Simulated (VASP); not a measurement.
# Rh (Fd-3m) in VASP: notebook, part 2 of 2

VASP 6.6.1.

### 3 Single point, RPBE (24.10 Å³/atom)

This run uses another cell than the first one, of 24.10 Å³/atom.

INCAR reads:

```
SYSTEM = Rh
  PREC = Accurate
  ENCUT = 520
  EDIFF = 1E-6
  ISMEAR = -1
  SIGMA = 0.1
  LREAL = .False.
  LASPH = .True.
  NELM = 80
  ALGO = Normal
  ISIF = 2
  LWAVE = .False.
  LCHARG = .False.
  GGA = RP
  NBANDS = 22
```

KPOINTS reads:

```
regular mesh
0
Gamma
  11 11 11
  0 0 0
```

POSCAR reads:

```
Rh
1.0
    0.0000000000      2.8884046518      2.8884046518
    2.8884046518      0.0000000000      2.8884046518
    2.8884046518      2.8884046518      0.0000000000
Rh
2
Direct
    0.1250000000      0.1250000000      0.1250000000
    0.8750000000      0.8750000000      0.8750000000
```

Potentials or basis: VASP PAW PBE potentials, release 64 (Rh_pv).

Command:

```bash
> cat potpaw_PBE.64/Rh_pv/POTCAR > POTCAR
> mpirun -np 1 vasp_std > vasp.out
```

OUTCAR:

```text
SYSTEM = Rh
   PREC = Accurate
   ENCUT = 520
   EDIFF = 1E-6
   ISMEAR = -1
   LREAL = .False.
   LASPH = .True.
   NELM = 80
   ISIF = 2
   GGA = RP

 ion  position               nearest neighbor table
   1  0.125  0.125  0.125-   2 2.50   2 2.50   2 2.50   2 2.50
   2  0.875  0.875  0.875-   1 2.50   1 2.50   1 2.50   1 2.50

  LATTYP: Found a face centered cubic cell.
 ALAT       =     5.7768093036

  Lattice vectors:

 A1 = (   0.0000000000,   2.8884046518,   2.8884046518)
 A2 = (   2.8884046518,   0.0000000000,   2.8884046518)
 A3 = (   2.8884046518,   2.8884046518,   0.0000000000)

Analysis of symmetry for initial positions (statically):
=====================================================================
 Subroutine PRICEL returns:
 Original cell was already a primitive cell.

 Routine SETGRP: Setting up the symmetry group for a
 face centered cubic supercell.

 Subroutine GETGRP returns: Found 48 space group operations
 (whereof 12 operations were pure point group operations)
 out of a pool of 48 trial point group operations.

The static configuration has the point symmetry D_3d.
 The point group associated with its full space group is O_h .

Analysis of symmetry for dynamics (positions and initial velocities):
=====================================================================
 Subroutine PRICEL returns:
 Original cell was already a primitive cell.

 Routine SETGRP: Setting up the symmetry group for a
 face centered cubic supercell.

 Subroutine GETGRP returns: Found 48 space group operations
 (whereof 12 operations were pure point group operations)
 out of a pool of 48 trial point group operations.

The dynamic configuration has the point symmetry D_3d.
 The point group associated with its full space group is O_h .

 Subroutine INISYM returns: Found 48 space group operations
 (whereof 12 operations are pure point group operations),
 and found     1 'primitive' translations

----------------------------------------------------------------------------------------

                                     Primitive cell

  volume of cell :      48.1952

  direct lattice vectors                    reciprocal lattice vectors
     0.000000000  2.888404652  2.888404652    -0.173105939  0.173105939  0.173105939
     2.888404652  0.000000000  2.888404652     0.173105939 -0.173105939  0.173105939
     2.888404652  2.888404652  0.000000000     0.173105939  0.173105939 -0.173105939

  length of vectors
     4.084821032  4.084821032  4.084821032     0.299828282  0.299828282  0.299828282

  position of ions in fractional coordinates (direct lattice)
     0.125000000  0.125000000  0.125000000
     0.875000000  0.875000000  0.875000000

  ion indices of the primitive-cell ions
   primitive index   ion index
                 1           1
                 2           2

----------------------------------------------------------------------------------------

 KPOINTS: regular mesh

Automatic generation of k-mesh.
 Grid dimensions read from file:
 generate k-points for:   11   11   11

 Generating k-lattice:

  Cartesian coordinates                     Fractional coordinates (reciprocal lattice)
    -0.015736904  0.015736904  0.015736904     0.090909091  0.000000000  0.000000000
     0.015736904 -0.015736904  0.015736904     0.000000000  0.090909091  0.000000000
     0.015736904  0.015736904 -0.015736904     0.000000000  0.000000000  0.090909091

  Length of vectors
     0.027257117  0.027257117  0.027257117

  Shift w.r.t. Gamma in fractional coordinates (k-lattice)
     0.000000000  0.000000000  0.000000000

 Subroutine IBZKPT returns following result:
 ===========================================

 Found     56 irreducible k-points:

 Following reciprocal coordinates:
            Coordinates               Weight
  0.000000  0.000000  0.000000      1.000000
  0.090909  0.000000  0.000000      8.000000
  0.181818  0.000000  0.000000      8.000000
  0.272727  0.000000  0.000000      8.000000
  0.363636  0.000000  0.000000      8.000000
  0.454545  0.000000  0.000000      8.000000
[... 16 lines left out ...]
 -0.272727  0.181818  0.000000     24.000000
 -0.181818  0.181818  0.000000     12.000000
 [... further k-points ...]
   k-points           NKPTS =     56   k-points in BZ     NKDIM =     56   number of bands    NBANDS=     22
   number of dos      NEDOS =    301   number of ions     NIONS =      2
   total plane-waves  NPLWV =  27000
   dimension x,y,z NGX =    30 NGY =   30 NGZ =   30
   dimension x,y,z NGXF=    60 NGYF=   60 NGZF=   60
   ions per type =               2
   NGX,Y,Z   is equivalent  to a cutoff of  12.21, 12.21, 12.21 a.u.
   NGXF,Y,Z  is equivalent  to a cutoff of  24.42, 24.42, 24.42 a.u.
 SYSTEM =  Rh
   PREC   = accura    normal or accurate (medium, high low for compatibility)
   ISTART =      0    job   : 0-new  1-cont  2-samecut
   ICHARG =      2    charge: 1-file 2-atom 10-const
   ISPIN  =      1    spin polarized calculation?
   LNONCOLLINEAR =      F non collinear calculations
   LSORBIT =      F    spin-orbit coupling
   LASPH  =      T    aspherical Exc in radial PAW
   ENCUT  =  520.0 eV  38.22 Ry    6.18 a.u.   7.60  7.60  7.60*2*pi/ulx,y,z
   NELM   =     80;   NELMIN=  2; NELMDL= -5     # of ELM steps
   EDIFF  = 0.1E-05   stopping-criterion for ELM
   LREAL  =      F    real-space projection
   EDIFFG = 0.1E-04   stopping-criterion for IOM
   NSW    =      0    number of steps for IOM
   IBRION =     -1    ionic relax: 0-MD 1-quasi-New 2-CG
   NFREE  =      0    steps in history (QN), initial steepest desc. (CG)
   ISIF   =      2    stress and relaxation
   ISYM   =      2    0-nonsym 1-usesym 2-fastsym
   POTIM  = 0.5000    time-step for ionic-motion
   TEBEG  =    0.0;   TEEND  =   0.0 temperature during run
   PSTRESS=    0.0 pullay stress
   NELECT =      30.0000    total number of electrons
   NUPDOWN=      -1.0000    fix difference up-down
   EMIN   =  10.00;   EMAX   =-10.00  energy-range for DOS
   EFERMI =   0.00;   METHOD = LEGACY
   ISMEAR =    -1;   SIGMA  =   0.10  broadening in eV -4-tet -1-fermi 0-gaus
   EFERMI_NEDOS =   21; number of points for ismear=-14 and -15
   IALGO  =     38    algorithm
   IMIX   =      4    mixing-type and parameters
     AMIX     =   0.40;   BMIX     =  1.00
     AMIX_MAG =   1.60;   BMIX_MAG =  1.00
  volume/ion in A,a.u.               =      24.10       162.62
  Fermi-wavevector in a.u.,A,eV,Ry     =   1.397807  2.641472 26.583940  1.953864
  Thomas-Fermi vector in A             =   2.521027
   LORBIT       =      0    0 simple, 1 ext, 2 COOP (PROOUT), +10 PAW based schemes
   GGA     = RP    functional components
   LHFCALC =     F    Hartree Fock is set to
   AEXX    =    0.0000 exact exchange contribution
   IVDW    =     0    specifies the selected vdW correction
   LEPSILON=     F    determine dielectric tensor
   LRPA    =     F    only Hartree local field effects (RPA)
 non-spin polarized calculation
  energy-cutoff  :      520.00
  volume of cell :       48.20
 maximum number of plane-waves:      1313
   NGX = 15   NGY = 15   NGZ = 15

 number of electron      30.0000005 magnetization

 Free energy of the ion-electron system (eV)
  ---------------------------------------------------
  ext. energy  EPLUGINS =         0.00000000
  ---------------------------------------------------
  free energy    TOTEN  =       -11.06213358 eV

  energy without entropy =      -10.91927498  energy(sigma->0) =      -10.99070428

 E-fermi :   4.8605     XC(G=0): -10.1820

 val. band max:        4.8310671742   @ k =   0.4545   0.2727   0.0000
 cond. band min:       4.8615395441   @ k =   0.2727   0.0909   0.0000
 fundamental gap:      0.0304723699
 Fermi energy:         4.8604580611

 k-point     1 :       0.0000    0.0000    0.0000
  band No.  band energies     occupation
      1     -41.7418      2.00000
      2     -41.7418      2.00000
      3     -41.7418      2.00000
      4     -41.3408      2.00000
      5     -41.3408      2.00000
      6     -41.3408      2.00000
[... 14 lines left out ...]
     21      16.8831      0.00000
     22      16.9076      0.00000
[... 552 lines left out ...]
  band No.  band energies     occupation
      1     -41.7889      2.00000
      2     -41.7648      2.00000
      3     -41.7079      2.00000
      4     -41.3771      2.00000
      5     -41.3174      2.00000
      6     -41.2940      2.00000
[... 14 lines left out ...]
     21      15.5967      0.00000
     22      17.9185      0.00000

 [... further k-points ...]

------------------------ aborting loop because EDIFF is reached ----------------------------------------

  FORCE on cell =-STRESS in cart. coord.  units (eV):
  Direction    XX          YY          ZZ          XY          YZ          ZX
  --------------------------------------------------------------------------------------
  -------------------------------------------------------------------------------------
  Total       -2.8701233     -2.8701233     -2.8701233     -0.0000000     -0.0000000      0.0000000
  in kB      -95.4128869    -95.4128869    -95.4128869     -0.0000000     -0.0000000      0.0000000
  external PRESSURE =     -95.4128869 kB  Pullay stress =       0.0000000 kB

 VOLUME and BASIS-vectors are now :
 -----------------------------------------------------------------------------
  energy-cutoff  :      520.00
  volume of cell :       48.20
      direct lattice vectors                 reciprocal lattice vectors
     0.000000000  2.888404652  2.888404652    -0.173105939  0.173105939  0.173105939
     2.888404652  0.000000000  2.888404652     0.173105939 -0.173105939  0.173105939
     2.888404652  2.888404652  0.000000000     0.173105939  0.173105939 -0.173105939

 POSITION                                       TOTAL-FORCE (eV/Angst)
 -----------------------------------------------------------------------------------
      0.72210      0.72210      0.72210        -0.000000     -0.000000     -0.000000
      5.05471      5.05471      5.05471         0.000000      0.000000      0.000000
 -----------------------------------------------------------------------------------
    total drift:                               -0.000000      0.000000      0.000000

  FREE ENERGIE OF THE ION-ELECTRON SYSTEM (eV)
  ---------------------------------------------------
  free  energy   TOTEN  =       -11.0621335820 eV

  energy  without entropy=      -10.9192749771  energy(sigma->0) =      -10.99070428
```

It took 79 s on 1 thread of Intel Xeon 8259CL, shared host; peak memory 0.19 GiB.

What came out:

* Free energy: -11.0621 eV
* Pressure: -9.5 GPa
* Band gap on the k mesh: zero (bands 15 and 16 overlap by 0.90 eV)

Levels at points of the mesh, in eV from the Fermi level:
```csv
k point,band 13,band 14,band 15,band 16,band 17,band 18
"(0.00, 0.00, 0.00)",-1.16,-1.16,-1.16,0.24,0.24,11.77
```

Caveat: the cell stands under tension; the PAW data sets were made with another functional, which shifts forces and pressure a little.
